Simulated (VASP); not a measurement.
The system is Co.

```
Co
1.0
     2.45839    0.00000    0.00000
    -1.22920    2.12903    0.00000
     0.00000    0.00000    3.96069
Co
2
Direct
  0.33333 0.66667 0.25000
  0.66667 0.33333 0.75000
```

Base run:

* Program: VASP 6.6.1
* Functional: PBE
* Potentials or basis: VASP PAW PBE potentials, release 64 (Co)
* Cutoff: 600 eV
* k mesh: 15 × 15 × 8
* Occupations: fermi-dirac, width 1 eV
* Spin: no spin polarisation

Its results: band gap on the k mesh zero (band 9 reaches 11.42 eV, above the bottom of band 10 at 9.83 eV); pressure 32.0 GPa.

Question: After a change of settings the same cell gave: band gap on the k mesh zero (band 9 reaches 11.21 eV, above the bottom of band 10 at 9.67 eV); pressure -1.6 GPa. Which change was it?
A. cutoff from 600 eV to 520 eV; occupations from fermi-dirac, width 1 eV to gaussian, width 0.3 eV; further incar settings from ALGO = Normal; EDIFF = 1e-06; NBANDS = 16 to ALGO = Normal; EDIFF = 1e-07; NBANDS = 16
B. cutoff from 600 eV to 520 eV; occupations from fermi-dirac, width 1 eV to fermi-dirac, width 0.1 eV
C. occupations from fermi-dirac, width 1 eV to fermi-dirac, width 0.3 eV
D. cutoff from 600 eV to 520 eV; occupations from fermi-dirac, width 1 eV to methfessel-paxton, width 0.2 eV

Answer: D.

Caveats: the run has no spin polarisation, though such a crystal can be magnetic.
